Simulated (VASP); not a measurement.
# Ir (Im-3m) in VASP: a series of runs

Ir is run at these levels: PBE; tasks: single point.

All numbers are computed with VASP 6.6.1; they aren't measurements. Logs are shortened: lines on timing, memory, paths and dates and some standing lists are left out, and cuts for length are marked.

### Step 1. The cell of the first run

Symmetry: Im-3m, No. 229, cubic system. Conventional cell: a = 3.091 Å, b = 3.091 Å, c = 3.091 Å, α = 90.00°, β = 90.00°, γ = 90.00°. Ir (site symmetry m-3m) has 14 Ir at 2.68 to 3.09 Å within 3.5 Å.

This isn't the form of Ir at room conditions, which is fcc.

### Step 2. Single point, PBE

INCAR reads:

```
PREC = Accurate ; ENCUT = 520
EDIFF = 1E-7 ; ISMEAR = -1
SIGMA = 0.06122561905347299 ; LREAL = False
LASPH = True ; NELM = 80
ALGO = Normal ; ISIF = 2
LWAVE = False ; LCHARG = False
GGA = PE ; NBANDS = 10
```

KPOINTS reads:

```
Automatic mesh
0
Gamma
  49 49 49
```

POSCAR reads:

```
Ir
1.0
   -1.5456664525      1.5456664525      1.5456664525
    1.5456664525     -1.5456664525      1.5456664525
    1.5456664525      1.5456664525     -1.5456664525
Ir
1
Direct
    0.0000000000      0.0000000000      0.0000000000
```

Potentials or basis: VASP PAW PBE potentials, release 64 (Ir).

On the command line:

```
$ cat potpaw_PBE.64/Ir/POTCAR > POTCAR
$ mpirun -np 1 vasp_std > vasp.out
```

OUTCAR:

```text
PREC = Accurate
   ENCUT = 520
   EDIFF = 1E-7
   ISMEAR = -1
   LREAL = False
   LASPH = True
   NELM = 80
   ISIF = 2
   GGA = PE

 ion  position               nearest neighbor table
   1  0.000  0.000  0.000-

  LATTYP: Found a body centered cubic cell.
 ALAT       =     3.0913329050

  Lattice vectors:

 A1 = (  -1.5456664525,   1.5456664525,   1.5456664525)
 A2 = (   1.5456664525,  -1.5456664525,   1.5456664525)
 A3 = (   1.5456664525,   1.5456664525,  -1.5456664525)

Analysis of symmetry for initial positions (statically):
=====================================================================
 Subroutine PRICEL returns:
 Original cell was already a primitive cell.

 Routine SETGRP: Setting up the symmetry group for a
 body centered cubic supercell.

 Subroutine GETGRP returns: Found 48 space group operations
 (whereof 48 operations were pure point group operations)
 out of a pool of 48 trial point group operations.

The static configuration has the point symmetry O_h .

Analysis of symmetry for dynamics (positions and initial velocities):
=====================================================================
 Subroutine PRICEL returns:
 Original cell was already a primitive cell.

 Routine SETGRP: Setting up the symmetry group for a
 body centered cubic supercell.

 Subroutine GETGRP returns: Found 48 space group operations
 (whereof 48 operations were pure point group operations)
 out of a pool of 48 trial point group operations.

The dynamic configuration has the point symmetry O_h .

 Subroutine INISYM returns: Found 48 space group operations
 (whereof 48 operations are pure point group operations),
 and found     1 'primitive' translations

----------------------------------------------------------------------------------------

                                     Primitive cell

  volume of cell :      14.7709

  direct lattice vectors                    reciprocal lattice vectors
    -1.545666452  1.545666452  1.545666452     0.000000000  0.323485057  0.323485057
     1.545666452 -1.545666452  1.545666452     0.323485057  0.000000000  0.323485057
     1.545666452  1.545666452 -1.545666452     0.323485057  0.323485057  0.000000000

  length of vectors
     2.677172827  2.677172827  2.677172827     0.457476954  0.457476954  0.457476954

  position of ions in fractional coordinates (direct lattice)
     0.000000000  0.000000000  0.000000000

  ion indices of the primitive-cell ions
   primitive index   ion index
                 1           1

----------------------------------------------------------------------------------------

 KPOINTS: Automatic mesh

Automatic generation of k-mesh.
 Grid dimensions read from file:
 generate k-points for:   49   49   49

 Generating k-lattice:

  Cartesian coordinates                     Fractional coordinates (reciprocal lattice)
     0.000000000  0.006601736  0.006601736     0.020408163  0.000000000  0.000000000
     0.006601736  0.000000000  0.006601736     0.000000000  0.020408163  0.000000000
     0.006601736  0.006601736  0.000000000     0.000000000  0.000000000  0.020408163

  Length of vectors
     0.009336264  0.009336264  0.009336264

  Shift w.r.t. Gamma in fractional coordinates (k-lattice)
     0.000000000  0.000000000  0.000000000

 Subroutine IBZKPT returns following result:
 ===========================================

 Found   2925 irreducible k-points:

 Following reciprocal coordinates:
            Coordinates               Weight
  0.000000  0.000000  0.000000      1.000000
  0.020408  0.000000  0.000000     12.000000
  0.040816  0.000000  0.000000     12.000000
  0.061224  0.000000  0.000000     12.000000
  0.081633  0.000000  0.000000     12.000000
  0.102041  0.000000  0.000000     12.000000
[... 16 lines left out ...]
  0.448980  0.000000  0.000000     12.000000
  0.469388  0.000000  0.000000     12.000000
 [... further k-points ...]
   k-points           NKPTS =   2925   k-points in BZ     NKDIM =   2925   number of bands    NBANDS=     10
   number of dos      NEDOS =    301   number of ions     NIONS =      1
   total plane-waves  NPLWV =   8000
   dimension x,y,z NGX =    20 NGY =   20 NGZ =   20
   dimension x,y,z NGXF=    40 NGYF=   40 NGZF=   40
   ions per type =               1
   NGX,Y,Z   is equivalent  to a cutoff of  12.42, 12.42, 12.42 a.u.
   NGXF,Y,Z  is equivalent  to a cutoff of  24.84, 24.84, 24.84 a.u.
 SYSTEM =  unknown system
   PREC   = accura    normal or accurate (medium, high low for compatibility)
   ISTART =      0    job   : 0-new  1-cont  2-samecut
   ICHARG =      2    charge: 1-file 2-atom 10-const
   ISPIN  =      1    spin polarized calculation?
   LNONCOLLINEAR =      F non collinear calculations
   LSORBIT =      F    spin-orbit coupling
   LASPH  =      T    aspherical Exc in radial PAW
   ENCUT  =  520.0 eV  38.22 Ry    6.18 a.u.   4.98  4.98  4.98*2*pi/ulx,y,z
   NELM   =     80;   NELMIN=  2; NELMDL= -5     # of ELM steps
   EDIFF  = 0.1E-06   stopping-criterion for ELM
   LREAL  =      F    real-space projection
   EDIFFG = 0.1E-05   stopping-criterion for IOM
   NSW    =      0    number of steps for IOM
   IBRION =     -1    ionic relax: 0-MD 1-quasi-New 2-CG
   NFREE  =      0    steps in history (QN), initial steepest desc. (CG)
   ISIF   =      2    stress and relaxation
   ISYM   =      2    0-nonsym 1-usesym 2-fastsym
   POTIM  = 0.5000    time-step for ionic-motion
   TEBEG  =    0.0;   TEEND  =   0.0 temperature during run
   PSTRESS=    0.0 pullay stress
   NELECT =       9.0000    total number of electrons
   NUPDOWN=      -1.0000    fix difference up-down
   EMIN   =  10.00;   EMAX   =-10.00  energy-range for DOS
   EFERMI =   0.00;   METHOD = LEGACY
   ISMEAR =    -1;   SIGMA  =   0.06  broadening in eV -4-tet -1-fermi 0-gaus
   EFERMI_NEDOS =   21; number of points for ismear=-14 and -15
   IALGO  =     38    algorithm
   IMIX   =      4    mixing-type and parameters
     AMIX     =   0.40;   BMIX     =  1.00
     AMIX_MAG =   1.60;   BMIX_MAG =  1.00
  volume/ion in A,a.u.               =      14.77        99.68
  Fermi-wavevector in a.u.,A,eV,Ry     =   1.387884  2.622721 26.207848  1.926222
  Thomas-Fermi vector in A             =   2.512063
   LORBIT       =      0    0 simple, 1 ext, 2 COOP (PROOUT), +10 PAW based schemes
   GGA     = PE    functional components
   LHFCALC =     F    Hartree Fock is set to
   AEXX    =    0.0000 exact exchange contribution
   IVDW    =     0    specifies the selected vdW correction
   LEPSILON=     F    determine dielectric tensor
   LRPA    =     F    only Hartree local field effects (RPA)
 non-spin polarized calculation
  energy-cutoff  :      520.00
  volume of cell :       14.77
 maximum number of plane-waves:       420
   NGX =  9   NGY =  9   NGZ =  9

 number of electron       9.0000001 magnetization

 Free energy of the ion-electron system (eV)
  ---------------------------------------------------
  ext. energy  EPLUGINS =         0.00000000
  ---------------------------------------------------
  free energy    TOTEN  =        -8.22402163 eV

  energy without entropy =       -8.19137297  energy(sigma->0) =       -8.20769730

 E-fermi :   9.4421     XC(G=0): -13.7133

 val. band max:        9.4419729357   @ k =   0.2857   0.1837   0.1224
 cond. band min:       9.4420925344   @ k =   0.3061   0.0204   0.0000
 fundamental gap:      0.0001195987
 Fermi energy:         9.4420902984

 k-point     1 :       0.0000    0.0000    0.0000
  band No.  band energies     occupation
      1      -0.9771      2.00000
      2       5.9468      2.00000
      3       5.9468      2.00000
      4       5.9468      2.00000
      5       8.9244      1.99957
      6       8.9244      1.99957
      7      26.3873      0.00000
      8      26.3873      0.00000
      9      26.3873      0.00000
     10      37.1035      0.00000

 k-point     2 :       0.0204    0.0000    0.0000
  band No.  band energies     occupation
      1      -0.9582      2.00000
      2       5.9381      2.00000
      3       5.9465      2.00000
      4       5.9634      2.00000
      5       8.9118      1.99965
      6       8.9250      1.99957
      7      26.3992      0.00000
      8      26.4137      0.00000
      9      26.4168      0.00000
     10      36.7820      0.00000

 k-point     3 :       0.0408    0.0000    0.0000
  band No.  band energies     occupation
      1      -0.9016      2.00000
      2       5.9120      2.00000
      3       5.9452      2.00000
      4       6.0129      2.00000
      5       8.8752      1.99981
      6       8.9267      1.99956
      7      26.4334      0.00000
      8      26.4901      0.00000
      9      26.5048      0.00000
     10      36.1303      0.00000

 k-point     4 :       0.0612    0.0000    0.0000
  band No.  band energies     occupation
      1      -0.8082      2.00000
      2       5.8694      2.00000
      3       5.9423      2.00000
      4       6.0951      2.00000
      5       8.8180      1.99993
      6       8.9296      1.99954
      7      26.4857      0.00000
      8      26.6081      0.00000
      9      26.6505      0.00000
     10      35.4297      0.00000
[... 222 lines left out ...]
 k-point    22 :       0.4286    0.0000    0.0000
  band No.  band energies     occupation
      1       2.1542      2.00000
      2       4.2383      2.00000
      3       8.2782      2.00000
      4       9.0319      1.99754
      5       9.3613      1.57818
      6      11.2059      0.00000
      7      18.3550      0.00000
      8      22.8124      0.00000
      9      26.9340      0.00000
     10      34.4324      0.00000

 k-point    23 :       0.4490    0.0000    0.0000
  band No.  band energies     occupation
      1       2.1443      2.00000
      2       4.2015      2.00000
      3       8.5357      2.00000
      4       9.1603      1.98014
      5       9.3821      1.45412
      6      11.4128      0.00000
      7      17.8471      0.00000
      8      22.6630      0.00000
      9      26.5910      0.00000
     10      34.3277      0.00000

 k-point    24 :       0.4694    0.0000    0.0000
  band No.  band energies     occupation
      1       2.1354      2.00000
      2       4.1767      2.00000
      3       8.6828      1.99999
      4       9.3015      1.81716
      5       9.3965      1.35616
      6      11.5573      0.00000
      7      17.4798      0.00000
      8      22.5622      0.00000
      9      26.3553      0.00000
     10      34.2425      0.00000

 [... further k-points ...]

------------------------ aborting loop because EDIFF is reached ----------------------------------------

  FORCE on cell =-STRESS in cart. coord.  units (eV):
  Direction    XX          YY          ZZ          XY          YZ          ZX
  --------------------------------------------------------------------------------------
  -------------------------------------------------------------------------------------
  Total        0.6074882      0.6074882      0.6074882      0.0000000      0.0000000     -0.0000000
  in kB       65.8932714     65.8932714     65.8932714      0.0000000      0.0000000     -0.0000000
  external PRESSURE =      65.8932714 kB  Pullay stress =       0.0000000 kB

 VOLUME and BASIS-vectors are now :
 -----------------------------------------------------------------------------
  energy-cutoff  :      520.00
  volume of cell :       14.77
      direct lattice vectors                 reciprocal lattice vectors
    -1.545666452  1.545666452  1.545666452     0.000000000  0.323485057  0.323485057
     1.545666452 -1.545666452  1.545666452     0.323485057  0.000000000  0.323485057
     1.545666452  1.545666452 -1.545666452     0.323485057  0.323485057  0.000000000

 POSITION                                       TOTAL-FORCE (eV/Angst)
 -----------------------------------------------------------------------------------
      0.00000      0.00000      0.00000         0.000000     -0.000000      0.000000
 -----------------------------------------------------------------------------------
    total drift:                                0.000000      0.000000      0.000000

  FREE ENERGIE OF THE ION-ELECTRON SYSTEM (eV)
  ---------------------------------------------------
  free  energy   TOTEN  =        -8.2240216286 eV

  energy  without entropy=       -8.1913729658  energy(sigma->0) =       -8.20769730
```

It took 1.9 min on 1 thread of Intel Xeon 6975P-C (Granite Rapids), shared host; peak memory 0.54 GiB.

What came out:

| Item | Value |
| --- | --- |
| Free energy | -8.2240 eV |
| Pressure | 6.6 GPa |
| Band gap on the k mesh | zero (an odd number of electrons rules out a gap without spin polarisation) |

Caveat: the cell stands under pressure; spin-orbit coupling is left out, which moves the levels of the heavy elements.

### Step 3. Single point, PBE

This run uses another cell than the first one, of 15.07 Å³/atom.

INCAR reads:

```
  PREC = Accurate
  ENCUT = 520
  EDIFF = 1E-6
  ISMEAR = -1
  SIGMA = 0.06122561905347299
  LREAL = False
  LASPH = True
  NELM = 60
  ALGO = Normal
  ISIF = 2
  LWAVE = False
  LCHARG = False
  GGA = PE
  NBANDS = 10
```

KPOINTS is that of step 2.

POSCAR reads:

```
Ir
1.0
   -1.5561104615      1.5561104615      1.5561104615
    1.5561104615     -1.5561104615      1.5561104615
    1.5561104615      1.5561104615     -1.5561104615
Ir
1
Direct
    0.0000000000      0.0000000000      0.0000000000
```

Potentials or basis: VASP PAW PBE potentials, release 64 (Ir).

On the command line:

```
$ cat potpaw_PBE.64/Ir/POTCAR > POTCAR
$ mpirun -np 1 vasp_std > vasp.out
```

It took 1.8 min on 1 thread of Intel Xeon 6975P-C (Granite Rapids), shared host; peak memory 0.54 GiB.

The run converged. Its results:

- Free energy: -8.2303 eV
- Pressure: 0.0 GPa
- Band gap on the k mesh: zero (an odd number of electrons rules out a gap without spin polarisation)

Levels at points of the mesh, in eV from the Fermi level:
| k point | band 1 | band 2 | band 3 | band 4 | band 5 | band 6 | band 7 | band 8 |
| --- | --- | --- | --- | --- | --- | --- | --- | --- |
| (0.00, 0.00, 0.00) | -10.21 | -3.39 | -3.39 | -3.39 | -0.49 | -0.49 | 16.94 | 16.94 |

Caveat: spin-orbit coupling is left out, which moves the levels of the heavy elements.

(Continued in part 2 of 2.)
